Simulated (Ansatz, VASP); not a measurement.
**One calculation of MgHgSe2, two programs**

```
Mg Se Hg
1.0
     4.31386    0.00000    0.00000
     0.00000    4.31386    0.00000
     0.00000    0.00000    5.98545
Mg Se Hg
1 2 1
Direct
  0.00000 0.00000 0.00000
  0.00000 0.50000 0.23548
  0.50000 0.00000 0.76452
  0.50000 0.50000 0.50000
```

Alike in both runs: task single point; functional PBE-based screened hybrid; k mesh 4 × 4 × 2; no spin polarisation.

|  | VASP | Ansatz |
| --- | --- | --- |
| version | VASP 6.6.1 | Ansatz 0.2.0 |
| potentials or method | VASP PAW PBE potentials, release 64 (Mg, Se, Hg) | plane waves |
| plane-wave cutoff (eV) | 520 | 420 |
| occupations | gaussian, width 0.01 eV | fixed |
| valence electrons in the cell | 26 | 62 |

```tsv
	VASP	Ansatz	Ansatz less VASP
gap on the k mesh at the Fermi level (eV)	1.77	1.77	0.000
pressure (GPa)	-0.6	-0.5	+0.10
rms of the force components (eV/Å)	0.020	0.039	+0.0185
```

VASP's potentials were made for PBE, not for PBE-based screened hybrid. VASP's potentials hold 26 valence electrons a cell and Ansatz's 62, so a difference there can come from the potentials and not from the codes. Ansatz's warnings: stress exchange threshold loose, stress scf threshold loose.

The k mesh is coarse, so the values compare programs but aren't converged. Neither program's run includes spin-orbit coupling.
